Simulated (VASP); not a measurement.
# Lu (P6_3/mmc) in VASP: further runs

Runs on Lu. Level: PBE. Tasks: single point.

Program: VASP 6.6.1. These are calculated values, not measurements. Logs are shortened: lines on timing, memory, paths and dates and some standing lists are left out, and cuts for length are marked.

## 1. The cell of the first run

The structure is hexagonal, space group P6_3/mmc (No. 194). Conventional cell: a = 2.576 Å, b = 2.576 Å, c = 4.356 Å, α = 90.00°, β = 90.00°, γ = 120.00°. Within 3.4 Å of Lu (site symmetry -6m2) lie 12 Lu at 2.58 to 2.64 Å.

## 2. Single point, PBE

Input file INCAR:

```
PREC = Accurate
ENCUT = 520
EDIFF = 1E-6
ISMEAR = -1
SIGMA = 0.05
LREAL = F
LASPH = T
NELM = 60
ALGO = Normal
ISIF = 2
LWAVE = F
LCHARG = F
GGA = PE
NBANDS = 32
```

Input file KPOINTS:

```
regular mesh
0
Gamma
  14 14 8
```

Input file POSCAR:

```
Lu
1.0
    2.5757012692      0.0000000000      0.0000000000
   -1.2878506346      2.2306227317      0.0000000000
    0.0000000000      0.0000000000      4.3558218009
Lu
2
Direct
    0.3333333333      0.6666666667      0.2500000000
    0.6666666667      0.3333333333      0.7500000000
```

Potentials or basis: VASP PAW PBE potentials, release 64 (Lu).

Command:

```
> cat potpaw_PBE.64/Lu/POTCAR > POTCAR
> mpirun -np 1 vasp_std > vasp.out
```

OUTCAR:

```text
PREC = Accurate
   ENCUT = 520
   EDIFF = 1E-6
   ISMEAR = -1
   LREAL = F
   LASPH = T
   NELM = 60
   ISIF = 2
   GGA = PE

 ion  position               nearest neighbor table
   1  0.333  0.667  0.250-   2 2.64   2 2.64   2 2.64   2 2.64   2 2.64   2 2.64   2 3.69   2 3.69
                             2 3.69   2 3.69   2 3.69   2 3.69
   2  0.667  0.333  0.750-   1 2.64   1 2.64   1 2.64   1 2.64   1 2.64   1 2.64   1 3.69   1 3.69
                             1 3.69   1 3.69   1 3.69   1 3.69

  LATTYP: Found a hexagonal cell.
 ALAT       =     2.5757012692
 C/A-ratio  =     1.6911207262

  Lattice vectors:

 A1 = (   2.5757012692,   0.0000000000,   0.0000000000)
 A2 = (  -1.2878506346,   2.2306227317,   0.0000000000)
 A3 = (   0.0000000000,   0.0000000000,   4.3558218009)

Analysis of symmetry for initial positions (statically):
=====================================================================
 Subroutine PRICEL returns:
 Original cell was already a primitive cell.

 Routine SETGRP: Setting up the symmetry group for a
 hexagonal supercell.

 Subroutine GETGRP returns: Found 24 space group operations
 (whereof 12 operations were pure point group operations)
 out of a pool of 24 trial point group operations.

The static configuration has the point symmetry D_3d.
 The point group associated with its full space group is D_6h.

Analysis of symmetry for dynamics (positions and initial velocities):
=====================================================================
 Subroutine PRICEL returns:
 Original cell was already a primitive cell.

 Routine SETGRP: Setting up the symmetry group for a
 hexagonal supercell.

 Subroutine GETGRP returns: Found 24 space group operations
 (whereof 12 operations were pure point group operations)
 out of a pool of 24 trial point group operations.

The dynamic configuration has the point symmetry D_3d.
 The point group associated with its full space group is D_6h.

 Subroutine INISYM returns: Found 24 space group operations
 (whereof 12 operations are pure point group operations),
 and found     1 'primitive' translations

----------------------------------------------------------------------------------------

                                     Primitive cell

  volume of cell :      25.0260

  direct lattice vectors                    reciprocal lattice vectors
     2.575701269  0.000000000  0.000000000     0.388243781  0.224152652  0.000000000
    -1.287850635  2.230622732  0.000000000     0.000000000  0.448305303  0.000000000
     0.000000000  0.000000000  4.355821801     0.000000000  0.000000000  0.229577803

  length of vectors
     2.575701269  2.575701269  4.355821801     0.448305303  0.448305303  0.229577803

  position of ions in fractional coordinates (direct lattice)
     0.333333333  0.666666667  0.250000000
     0.666666667  0.333333333  0.750000000

  ion indices of the primitive-cell ions
   primitive index   ion index
                 1           1
                 2           2

----------------------------------------------------------------------------------------

 KPOINTS: regular mesh

Automatic generation of k-mesh.
 Grid dimensions read from file:
 generate k-points for:   14   14    8

 Generating k-lattice:

  Cartesian coordinates                     Fractional coordinates (reciprocal lattice)
     0.027731699  0.016010904  0.000000000     0.071428571  0.000000000  0.000000000
     0.000000000  0.032021807  0.000000000     0.000000000  0.071428571  0.000000000
     0.000000000  0.000000000  0.028697225     0.000000000  0.000000000  0.125000000

  Length of vectors
     0.032021807  0.032021807  0.028697225

  Shift w.r.t. Gamma in fractional coordinates (k-lattice)
     0.000000000  0.000000000  0.000000000

 Subroutine IBZKPT returns following result:
 ===========================================

 Found    120 irreducible k-points:

 Following reciprocal coordinates:
            Coordinates               Weight
  0.000000  0.000000  0.000000      1.000000
  0.071429  0.000000  0.000000      6.000000
  0.142857  0.000000  0.000000      6.000000
  0.214286  0.000000  0.000000      6.000000
  0.285714  0.000000  0.000000      6.000000
  0.357143  0.000000  0.000000      6.000000
[... 16 lines left out ...]
  0.285714  0.285714  0.000000      6.000000
  0.357143  0.285714  0.000000      6.000000
 [... further k-points ...]
   k-points           NKPTS =    120   k-points in BZ     NKDIM =    120   number of bands    NBANDS=     32
   number of dos      NEDOS =    301   number of ions     NIONS =      2
   total plane-waves  NPLWV =  12800
   dimension x,y,z NGX =    20 NGY =   20 NGZ =   32
   dimension x,y,z NGXF=    40 NGYF=   40 NGZF=   64
   ions per type =               2
   NGX,Y,Z   is equivalent  to a cutoff of  12.91, 12.91, 12.21 a.u.
   NGXF,Y,Z  is equivalent  to a cutoff of  25.82, 25.82, 24.43 a.u.
 SYSTEM =  unknown system
   PREC   = accura    normal or accurate (medium, high low for compatibility)
   ISTART =      0    job   : 0-new  1-cont  2-samecut
   ICHARG =      2    charge: 1-file 2-atom 10-const
   ISPIN  =      1    spin polarized calculation?
   LNONCOLLINEAR =      F non collinear calculations
   LSORBIT =      F    spin-orbit coupling
   LASPH  =      T    aspherical Exc in radial PAW
   ENCUT  =  520.0 eV  38.22 Ry    6.18 a.u.   4.79  4.79  8.10*2*pi/ulx,y,z
   NELM   =     60;   NELMIN=  2; NELMDL= -5     # of ELM steps
   EDIFF  = 0.1E-05   stopping-criterion for ELM
   LREAL  =      F    real-space projection
   EDIFFG = 0.1E-04   stopping-criterion for IOM
   NSW    =      0    number of steps for IOM
   IBRION =     -1    ionic relax: 0-MD 1-quasi-New 2-CG
   NFREE  =      0    steps in history (QN), initial steepest desc. (CG)
   ISIF   =      2    stress and relaxation
   ISYM   =      2    0-nonsym 1-usesym 2-fastsym
   POTIM  = 0.5000    time-step for ionic-motion
   TEBEG  =    0.0;   TEEND  =   0.0 temperature during run
   PSTRESS=    0.0 pullay stress
   NELECT =      50.0000    total number of electrons
   NUPDOWN=      -1.0000    fix difference up-down
   EMIN   =  10.00;   EMAX   =-10.00  energy-range for DOS
   EFERMI =   0.00;   METHOD = LEGACY
   ISMEAR =    -1;   SIGMA  =   0.05  broadening in eV -4-tet -1-fermi 0-gaus
   EFERMI_NEDOS =   21; number of points for ismear=-14 and -15
   IALGO  =     38    algorithm
   IMIX   =      4    mixing-type and parameters
     AMIX     =   0.40;   BMIX     =  1.00
     AMIX_MAG =   1.60;   BMIX_MAG =  1.00
  volume/ion in A,a.u.               =      12.51        84.44
  Fermi-wavevector in a.u.,A,eV,Ry     =   2.061900  3.896426 57.844237  4.251431
  Thomas-Fermi vector in A             =   3.061877
   LORBIT       =      0    0 simple, 1 ext, 2 COOP (PROOUT), +10 PAW based schemes
   GGA     = PE    functional components
   LHFCALC =     F    Hartree Fock is set to
   AEXX    =    0.0000 exact exchange contribution
   IVDW    =     0    specifies the selected vdW correction
   LEPSILON=     F    determine dielectric tensor
   LRPA    =     F    only Hartree local field effects (RPA)
 non-spin polarized calculation
  energy-cutoff  :      520.00
  volume of cell :       25.03
 maximum number of plane-waves:       701
 NGX is ok and might be reduce to    20
   NGX =  9   NGY =  9   NGZ = 17

 number of electron      50.0000019 magnetization

 Free energy of the ion-electron system (eV)
  ---------------------------------------------------
  ext. energy  EPLUGINS =         0.00000000
  ---------------------------------------------------
  free energy    TOTEN  =        -0.22095534 eV

  energy without entropy =       -0.20794192  energy(sigma->0) =       -0.21444863

 E-fermi :   6.3899     XC(G=0): -15.6856

 val. band max:        6.3791545395   @ k =   0.3571   0.2143   0.5000
 cond. band min:       6.4082429317   @ k =   0.2143   0.2143   0.3750
 fundamental gap:      0.0290883922
 Fermi energy:         6.3899124430

 k-point     1 :       0.0000    0.0000    0.0000
  band No.  band energies     occupation
      1     -50.0401      2.00000
      2     -49.2474      2.00000
      3     -23.1222      2.00000
      4     -18.3691      2.00000
      5     -18.3691      2.00000
      6     -18.0591      2.00000
[... 24 lines left out ...]
     31      12.9161      0.00000
     32      12.9161      0.00000

 k-point     2 :       0.0714    0.0000    0.0000
  band No.  band energies     occupation
      1     -50.0009      2.00000
      2     -49.2235      2.00000
      3     -23.0450      2.00000
      4     -18.6474      2.00000
      5     -18.4471      2.00000
      6     -18.0971      2.00000
[... 24 lines left out ...]
     31      12.5370      0.00000
     32      12.5886      0.00000

 k-point     3 :       0.1429    0.0000    0.0000
  band No.  band energies     occupation
      1     -49.8887      2.00000
      2     -49.1573      2.00000
      3     -22.8188      2.00000
      4     -19.3902      2.00000
      5     -18.8277      2.00000
      6     -18.6528      2.00000
[... 24 lines left out ...]
     31      11.8868      0.00000
     32      11.9339      0.00000

 k-point     4 :       0.2143    0.0000    0.0000
  band No.  band energies     occupation
      1     -49.7196      2.00000
      2     -49.0641      2.00000
      3     -22.4603      2.00000
      4     -20.3800      2.00000
      5     -19.7675      2.00000
      6     -18.9260      2.00000
[... 24 lines left out ...]
     31      12.0387      0.00000
     32      13.4720      0.00000

 k-point     5 :       0.2857    0.0000    0.0000
  band No.  band energies     occupation
      1     -49.5194      2.00000
      2     -48.9667      2.00000
      3     -22.0004      2.00000
      4     -21.3838      2.00000
      5     -20.7013      2.00000
      6     -19.2061      2.00000
[... 584 lines left out ...]
     31      17.6412      0.00000
     32      17.6891      0.00000

 k-point    22 :       0.3571    0.2143    0.0000
  band No.  band energies     occupation
      1     -49.0059      2.00000
      2     -48.8366      2.00000
      3     -22.4282      2.00000
      4     -21.7071      2.00000
      5     -20.7606      2.00000
      6     -20.4868      2.00000
[... 24 lines left out ...]
     31      17.4503      0.00000
     32      17.7855      0.00000

 k-point    23 :       0.2857    0.2857    0.0000
  band No.  band energies     occupation
      1     -48.9899      2.00000
      2     -48.8371      2.00000
      3     -22.1802      2.00000
      4     -21.6598      2.00000
      5     -20.9247      2.00000
      6     -20.4320      2.00000
[... 24 lines left out ...]
     31      17.1110      0.00000
     32      17.4197      0.00000

 k-point    24 :       0.3571    0.2857    0.0000
  band No.  band energies     occupation
      1     -48.9248      2.00000
      2     -48.8582      2.00000
      3     -22.1558      2.00000
      4     -21.4431      2.00000
      5     -21.2967      2.00000
      6     -20.4189      2.00000
[... 24 lines left out ...]
     31      16.9238      0.00000
     32      17.0128      0.00000

 [... further k-points ...]

------------------------ aborting loop because EDIFF is reached ----------------------------------------

  FORCE on cell =-STRESS in cart. coord.  units (eV):
  Direction    XX          YY          ZZ          XY          YZ          ZX
  --------------------------------------------------------------------------------------
  -------------------------------------------------------------------------------------
  Total       25.8272592     25.8272592     25.6427208      0.0000000      0.0000000      0.0000000
  in kB     1653.4732876   1653.4732877   1641.6590562      0.0000000      0.0000000      0.0000000
  external PRESSURE =    1649.5352105 kB  Pullay stress =       0.0000000 kB

 VOLUME and BASIS-vectors are now :
 -----------------------------------------------------------------------------
  energy-cutoff  :      520.00
  volume of cell :       25.03
      direct lattice vectors                 reciprocal lattice vectors
     2.575701269  0.000000000  0.000000000     0.388243781  0.224152652  0.000000000
    -1.287850635  2.230622732  0.000000000     0.000000000  0.448305303  0.000000000
     0.000000000  0.000000000  4.355821801     0.000000000  0.000000000  0.229577803

 POSITION                                       TOTAL-FORCE (eV/Angst)
 -----------------------------------------------------------------------------------
     -0.00000      1.48708      1.08896        -0.000000      0.000000      0.000000
      1.28785      0.74354      3.26687         0.000000     -0.000000      0.000000
 -----------------------------------------------------------------------------------
    total drift:                                0.000000     -0.000000      0.000000

  FREE ENERGIE OF THE ION-ELECTRON SYSTEM (eV)
  ---------------------------------------------------
  free  energy   TOTEN  =        -0.2209553394 eV

  energy  without entropy=       -0.2079419198  energy(sigma->0) =       -0.21444863
```

Run time: 2.7 min. Hardware: 1 thread of Intel Xeon 8259CL, shared host; peak memory 0.21 GiB.

Results:

| Item | Value |
| --- | --- |
| Free energy | -0.2210 eV |
| Pressure | 165.0 GPa |
| Band gap on the k mesh | zero (bands 25 and 26 overlap by 3.61 eV) |

Stress tensor (GPa, compression positive):
```
165.35   0.00   0.00
  0.00 165.35   0.00
  0.00   0.00 164.17
```

Caveat: the cell stands under pressure; spin-orbit coupling is left out, which moves the levels of the heavy elements.

(Continued in part 2 of 2.)

The gap in the log of VASP goes by the Fermi energy; the results here count the filled bands.